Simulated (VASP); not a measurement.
# Zr3H in VASP: single point with LDA

Aim: the single point of Zr3H with LDA.

Everything below comes from runs of VASP 6.6.1. Logs are shortened: lines on timing, memory, paths and dates and some standing lists are left out, and cuts for length are marked.

## (1) The cell of the first run

The cell holds a slab with vacuum, 4 atoms: a = 3.123 Å, b = 3.123 Å, c = 21.174 Å, α = 90.00°, β = 90.00°, γ = 90.00°.

## (2) Single point, LDA

INCAR

```
PREC = Accurate
ENCUT = 520
EDIFF = 1E-6
ISMEAR = 0
SIGMA = 0.1
LREAL = False
LASPH = True
NELM = 80
ALGO = Normal
ISIF = 2
LWAVE = False
LCHARG = False
LDIPOL = True
IDIPOL = 3
DIPOL = 0.5 0.5 0.323
NBANDS = 26
```

KPOINTS

```
regular mesh
0
Gamma
  9 9 1
```

POSCAR

```
Zr3H
1.0
    3.1232946755      0.0000000000      0.0000000000
    0.0000000000      3.1232946755      0.0000000000
    0.0000000000      0.0000000000     21.1739130820
Zr H
3 1
Direct
    0.5000000000      0.5000000000      0.1889117040
    0.0000000000      0.0000000000      0.2874811557
    0.5000000000      0.5000000000      0.3860369621
    0.8750000000      0.8750000000      0.4313757711
```

Potentials or basis: VASP PAW LDA potentials, release 64 (Zr_sv, H).

Command:

```sh
$ cat potpaw_LDA.64/Zr_sv/POTCAR potpaw_LDA.64/H/POTCAR > POTCAR
$ mpirun -np 1 vasp_std > vasp.out
```

OUTCAR:

```text
PREC = Accurate
   ENCUT = 520
   EDIFF = 1E-6
   ISMEAR = 0
   LREAL = False
   LASPH = True
   NELM = 80
   ISIF = 2

 ion  position               nearest neighbor table
   1  0.500  0.500  0.189-   2 3.04   2 3.04   2 3.04   2 3.04
   2  0.000  0.000  0.287-   3 3.04   3 3.04   3 3.04   3 3.04   1 3.04   1 3.04   1 3.04   1 3.04

   3  0.500  0.500  0.386-   4 1.91   2 3.04   2 3.04   2 3.04   2 3.04
   4  0.875  0.875  0.431-   3 1.91

  LATTYP: Found a simple tetragonal cell.
 ALAT       =     3.1232946755
 C/A-ratio  =     6.7793517045

  Lattice vectors:

 A1 = (   3.1232946755,   0.0000000000,   0.0000000000)
 A2 = (   0.0000000000,   3.1232946755,   0.0000000000)
 A3 = (   0.0000000000,   0.0000000000,  21.1739130820)

Analysis of symmetry for initial positions (statically):
=====================================================================
 Subroutine PRICEL returns:
 Original cell was already a primitive cell.

 Routine SETGRP: Setting up the symmetry group for a
 simple tetragonal supercell.

 Subroutine GETGRP returns: Found  2 space group operations
 (whereof  2 operations were pure point group operations)
 out of a pool of 16 trial point group operations.

The static configuration has the point symmetry C_1h.

Analysis of symmetry for dynamics (positions and initial velocities):
=====================================================================
 Subroutine PRICEL returns:
 Original cell was already a primitive cell.

 Routine SETGRP: Setting up the symmetry group for a
 simple tetragonal supercell.

 Subroutine GETGRP returns: Found  2 space group operations
 (whereof  2 operations were pure point group operations)
 out of a pool of 16 trial point group operations.

The dynamic configuration has the point symmetry C_1h.

 Subroutine INISYM returns: Found  2 space group operations
 (whereof  2 operations are pure point group operations),
 and found     1 'primitive' translations

----------------------------------------------------------------------------------------

                                     Primitive cell

  volume of cell :     206.5509

  direct lattice vectors                    reciprocal lattice vectors
     3.123294675  0.000000000  0.000000000     0.320174721  0.000000000  0.000000000
     0.000000000  3.123294675  0.000000000     0.000000000  0.320174721  0.000000000
     0.000000000  0.000000000 21.173913082     0.000000000  0.000000000  0.047227926

  length of vectors
     3.123294675  3.123294675 21.173913082     0.320174721  0.320174721  0.047227926

  position of ions in fractional coordinates (direct lattice)
     0.500000000  0.500000000  0.188911704
     0.000000000  0.000000000  0.287481156
     0.500000000  0.500000000  0.386036962
     0.875000000  0.875000000  0.431375771

  ion indices of the primitive-cell ions
   primitive index   ion index
                 1           1
                 2           2
                 3           3
                 4           4

----------------------------------------------------------------------------------------

 KPOINTS: regular mesh

Automatic generation of k-mesh.
 Grid dimensions read from file:
 generate k-points for:    9    9    1

 Generating k-lattice:

  Cartesian coordinates                     Fractional coordinates (reciprocal lattice)
     0.035574969  0.000000000  0.000000000     0.111111111  0.000000000  0.000000000
     0.000000000  0.035574969  0.000000000     0.000000000  0.111111111  0.000000000
     0.000000000  0.000000000  0.047227926     0.000000000  0.000000000  1.000000000

  Length of vectors
     0.035574969  0.035574969  0.047227926

  Shift w.r.t. Gamma in fractional coordinates (k-lattice)
     0.000000000  0.000000000  0.000000000

 Subroutine IBZKPT returns following result:
 ===========================================

 Found     25 irreducible k-points:

 Following reciprocal coordinates:
            Coordinates               Weight
  0.000000  0.000000  0.000000      1.000000
  0.111111  0.000000  0.000000      4.000000
  0.222222  0.000000  0.000000      4.000000
  0.333333  0.000000  0.000000      4.000000
  0.444444  0.000000  0.000000      4.000000
  0.111111  0.111111  0.000000      2.000000
[... 16 lines left out ...]
 -0.333333  0.444444  0.000000      4.000000
  0.444444  0.444444  0.000000      2.000000
   k-points           NKPTS =     25   k-points in BZ     NKDIM =     25   number of bands    NBANDS=     26
   number of dos      NEDOS =    301   number of ions     NIONS =      4
   total plane-waves  NPLWV =  92160
   dimension x,y,z NGX =    24 NGY =   24 NGZ =  160
   dimension x,y,z NGXF=    48 NGYF=   48 NGZF=  320
   ions per type =               3   1
   NGX,Y,Z   is equivalent  to a cutoff of  12.77, 12.77, 12.56 a.u.
   NGXF,Y,Z  is equivalent  to a cutoff of  25.55, 25.55, 25.12 a.u.
 SYSTEM =  unknown system
   PREC   = accura    normal or accurate (medium, high low for compatibility)
   ISTART =      0    job   : 0-new  1-cont  2-samecut
   ICHARG =      2    charge: 1-file 2-atom 10-const
   ISPIN  =      1    spin polarized calculation?
   LNONCOLLINEAR =      F non collinear calculations
   LSORBIT =      F    spin-orbit coupling
   LASPH  =      T    aspherical Exc in radial PAW
   ENCUT  =  520.0 eV  38.22 Ry    6.18 a.u.   5.81  5.81 39.37*2*pi/ulx,y,z
   NELM   =     80;   NELMIN=  2; NELMDL= -5     # of ELM steps
   EDIFF  = 0.1E-05   stopping-criterion for ELM
   LREAL  =      F    real-space projection
   EDIFFG = 0.1E-04   stopping-criterion for IOM
   NSW    =      0    number of steps for IOM
   IBRION =     -1    ionic relax: 0-MD 1-quasi-New 2-CG
   NFREE  =      0    steps in history (QN), initial steepest desc. (CG)
   ISIF   =      2    stress and relaxation
   ISYM   =      2    0-nonsym 1-usesym 2-fastsym
   POTIM  = 0.5000    time-step for ionic-motion
   TEBEG  =    0.0;   TEEND  =   0.0 temperature during run
   PSTRESS=    0.0 pullay stress
   NELECT =      37.0000    total number of electrons
   NUPDOWN=      -1.0000    fix difference up-down
   EMIN   =  10.00;   EMAX   =-10.00  energy-range for DOS
   EFERMI =   0.00;   METHOD = LEGACY
   ISMEAR =     0;   SIGMA  =   0.10  broadening in eV -4-tet -1-fermi 0-gaus
   EFERMI_NEDOS =   21; number of points for ismear=-14 and -15
   IALGO  =     38    algorithm
   IMIX   =      4    mixing-type and parameters
     AMIX     =   0.40;   BMIX     =  1.00
     AMIX_MAG =   1.60;   BMIX_MAG =  1.00
  volume/ion in A,a.u.               =      51.64       348.47
  Fermi-wavevector in a.u.,A,eV,Ry     =   0.922854  1.743941 11.587534  0.851660
  Thomas-Fermi vector in A             =   2.048427
   LORBIT       =      0    0 simple, 1 ext, 2 COOP (PROOUT), +10 PAW based schemes
   GGA     = CA    functional components
   LHFCALC =     F    Hartree Fock is set to
   AEXX    =    0.0000 exact exchange contribution
   IVDW    =     0    specifies the selected vdW correction
   LEPSILON=     F    determine dielectric tensor
   LRPA    =     F    only Hartree local field effects (RPA)
 non-spin polarized calculation
 Gauss-broadening in eV      SIGMA  =   0.10
  energy-cutoff  :      520.00
  volume of cell :      206.55
 maximum number of plane-waves:      5614
   NGX = 11   NGY = 11   NGZ = 79

 dipolmoment           0.000000      0.000000     -0.001377 electrons x Angstroem

 number of electron      37.0000001 magnetization

 dipolmoment           0.000000      0.000000      0.002779 electrons x Angstroem

 Free energy of the ion-electron system (eV)
  ---------------------------------------------------
  ext. energy  EPLUGINS =         0.00000000
  ---------------------------------------------------
  free energy    TOTEN  =       -29.79037750 eV

  energy without entropy =      -29.76265526  energy(sigma->0) =      -29.77651638

 E-fermi :   0.4543     XC(G=0):  -4.7234

 val. band max:        0.4515612770   @ k =   0.0000   0.0000   0.0000
 cond. band min:       0.4622724591   @ k =   0.1111   0.0000   0.0000
 fundamental gap:      0.0107111821
 Fermi energy:         0.4543098190

 k-point     1 :       0.0000    0.0000    0.0000
  band No.  band energies     occupation
      1     -48.1715      2.00000
      2     -48.1175      2.00000
      3     -47.6102      2.00000
      4     -26.6713      2.00000
      5     -26.4047      2.00000
      6     -26.0960      2.00000
[... 18 lines left out ...]
     25       3.1367      0.00000
     26       3.4683      0.00000

 k-point     2 :       0.1111    0.0000    0.0000
  band No.  band energies     occupation
      1     -48.1612      2.00000
      2     -48.1090      2.00000
      3     -47.6056      2.00000
      4     -26.6499      2.00000
      5     -26.4303      2.00000
      6     -26.1652      2.00000
[... 18 lines left out ...]
     25       2.7993      0.00000
     26       3.6768      0.00000

 k-point     3 :       0.2222    0.0000    0.0000
  band No.  band energies     occupation
      1     -48.1354      2.00000
      2     -48.0871      2.00000
      3     -47.5944      2.00000
      4     -26.6187      2.00000
      5     -26.5173      2.00000
      6     -26.3405      2.00000
[... 18 lines left out ...]
     25       2.5656      0.00000
     26       3.1889      0.00000

 k-point     4 :       0.3333    0.0000    0.0000
  band No.  band energies     occupation
      1     -48.1062      2.00000
      2     -48.0611      2.00000
      3     -47.5820      2.00000
      4     -26.7226      2.00000
      5     -26.6342      2.00000
      6     -26.4744      2.00000
[... 18 lines left out ...]
     25       2.7045      0.00000
     26       2.9546      0.00000
[... 496 lines left out ...]
      1     -48.0380      2.00000
      2     -47.9953      2.00000
      3     -47.5250      2.00000
      4     -26.7198      2.00000
      5     -26.6432      2.00000
      6     -26.5939      2.00000
[... 18 lines left out ...]
     25       3.8124      0.00000
     26       4.1913      0.00000

 k-point    23 :      -0.3333    0.4444    0.0000
  band No.  band energies     occupation
      1     -48.0380      2.00000
      2     -47.9953      2.00000
      3     -47.5250      2.00000
      4     -26.7198      2.00000
      5     -26.6428      2.00000
      6     -26.5920      2.00000
[... 18 lines left out ...]
     25       3.7938      0.00000
     26       4.2854      0.00000

 k-point    24 :       0.4444    0.4444    0.0000
  band No.  band energies     occupation
      1     -48.0233      2.00000
      2     -47.9810      2.00000
      3     -47.5105      2.00000
      4     -26.7449      2.00000
      5     -26.7286      2.00000
      6     -26.5546      2.00000
[... 18 lines left out ...]
     25       4.1846      0.00000
     26       4.5150      0.00000

 [... further k-points ...]

------------------------ aborting loop because EDIFF is reached ----------------------------------------

 vacuum level on the upper side and lower side of the slab       (xc-potential included)         0.017        -0.092

  FORCE on cell =-STRESS in cart. coord.  units (eV):
  Direction    XX          YY          ZZ          XY          YZ          ZX
  --------------------------------------------------------------------------------------
  -------------------------------------------------------------------------------------
  Total       -1.2939124     -1.2939124      1.4740534      0.9665158      0.6684855      0.6684855
  in kB      -10.0366414    -10.0366414     11.4339623      7.4970856      5.1853196      5.1853196
  external PRESSURE =      -2.8797735 kB  Pullay stress =       0.0000000 kB

 VOLUME and BASIS-vectors are now :
 -----------------------------------------------------------------------------
  energy-cutoff  :      520.00
  volume of cell :      206.55
      direct lattice vectors                 reciprocal lattice vectors
     3.123294675  0.000000000  0.000000000     0.320174721  0.000000000  0.000000000
     0.000000000  3.123294675  0.000000000     0.000000000  0.320174721  0.000000000
     0.000000000  0.000000000 21.173913082     0.000000000  0.000000000  0.047227926

 POSITION                                       TOTAL-FORCE (eV/Angst)
 -----------------------------------------------------------------------------------
      1.56165      1.56165      4.00000         0.006797      0.006797      0.074718
      0.00000      0.00000      6.08710         0.034867      0.034867     -0.781739
      1.56165      1.56165      8.17391        -0.843548     -0.843548      0.509369
      2.73288      2.73288      9.13391         0.801884      0.801884      0.197651
 -----------------------------------------------------------------------------------
    total drift:                               -0.000003     -0.000003      0.000135

  FREE ENERGIE OF THE ION-ELECTRON SYSTEM (eV)
  ---------------------------------------------------
  free  energy   TOTEN  =       -29.7903775007 eV

  energy  without entropy=      -29.7626552558  energy(sigma->0) =      -29.77651638

 vacuum level on the upper side and lower side of the slab         4.480         4.354
```

It used 520 s of CPU time on 1 thread of AMD EPYC 7R13 Processor (Zen 3) (shared host).

Results:

* Free energy: -29.7904 eV
* Largest force: 1.297 eV/Å

Forces in eV/Å, atoms in the order of the input:
```
Zr   0.007  0.007  0.075
Zr   0.035  0.035 -0.782
Zr  -0.844 -0.844  0.509
H    0.802  0.802  0.198
```
